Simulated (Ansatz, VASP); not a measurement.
**Two plane-wave programs on Ir2O**

File INCAR:

```
  PREC = Accurate
  ENCUT = 520
  EDIFF = 1E-7
  ISMEAR = 0
  SIGMA = 0.1
  LREAL = False
  LASPH = True
  NELM = 150
  ALGO = Normal
  ISIF = 2
  LWAVE = False
  LCHARG = True
  ISPIN = 2
  MAGMOM = 1 1 1 1 0 0
  LORBIT = 11
  LMAXMIX = 4
  GGA = PE
  LELF = True
  LVHAR = True
  NBANDS = 37
```

File KPOINTS:

```
Automatic mesh
0
Gamma
  6 6 6
```

Contents of POSCAR:

```
Ir2O
1.0
   -1.9259693463      1.9259693463      4.8411287612
    1.9259693463     -1.9259693463      4.8411287612
    1.9259693463      1.9259693463     -4.8411287612
Ir O
4 2
Direct
    0.2066000000      0.2066000000      0.0000000000
    0.9566000000      0.4566000000      0.5000000000
    0.5434000000      0.0434000000      0.5000000000
    0.7934000000      0.7934000000      0.0000000000
    0.0000000000      0.0000000000      0.0000000000
    0.7500000000      0.2500000000      0.5000000000
```

Input for Ansatz:

```yaml
crystal:
  lattice:
    - [-1.9259693463, 1.9259693463, 4.8411287612]
    - [1.9259693463, -1.9259693463, 4.8411287612]
    - [1.9259693463, 1.9259693463, -4.8411287612]
  atoms:
    - { symbol: Ir, position: [0.2066, 0.2066, 0.0], spin: 1.0 }
    - { symbol: Ir, position: [0.9566, 0.4566, 0.5], spin: 1.0 }
    - { symbol: Ir, position: [0.5434, 0.0434, 0.5], spin: 1.0 }
    - { symbol: Ir, position: [0.7934, 0.7934, 0.0], spin: 1.0 }
    - { symbol: O, position: [0.0, 0.0, 0.0] }
    - { symbol: O, position: [0.75, 0.25, 0.5] }
basis:
  ecutwfc: 420
kpoints:
  mp_grid: { grid: [6, 6, 6] }
hamiltonian:
  xc: pbe
scf:
  occupations: { method: gaussian, width: 0.1 }
  lower_state_search: "off"
output:
  forces: true
  stress: true
  eigenvalues: true
  populations: true
magnetization:
  spin_polarized: true
```

Alike in both runs: task single point; functional PBE; k mesh 6 × 6 × 6; occupations gaussian, width 0.1 eV; collinear spin.

|  | VASP | Ansatz |
| --- | --- | --- |
| version | VASP 6.6.1 | Ansatz 0.2.0 |
| potentials or method | VASP PAW PBE potentials, release 64 (Ir, O), cutoff 520 eV | scalar-relativistic, plane waves, PAW |
| valence electrons in the cell | 48 | 80 |

Ansatz gave:

* gap on the k mesh at the Fermi level (eV): none
* rms of the force components (eV/Å): 2.024
* net moment per atom (μB): 0.00

**Question.** Which values does VASP return?

**Answer.** gap on the k mesh at the Fermi level (eV): none; rms of the force components (eV/Å): 2.061; net moment per atom (μB): 0.00.

Atom by atom the forces differ by 0.036 eV/Å (rms over components). A gap of «none» marks a metal or a gap that the smearing closes. VASP's potentials hold 48 valence electrons a cell and Ansatz's 80, so a difference there can come from the potentials and not from the codes. Ansatz's warnings: seeded moment not kept.

The k mesh is coarse, so the values compare programs but aren't converged. Neither program's run includes spin-orbit coupling.
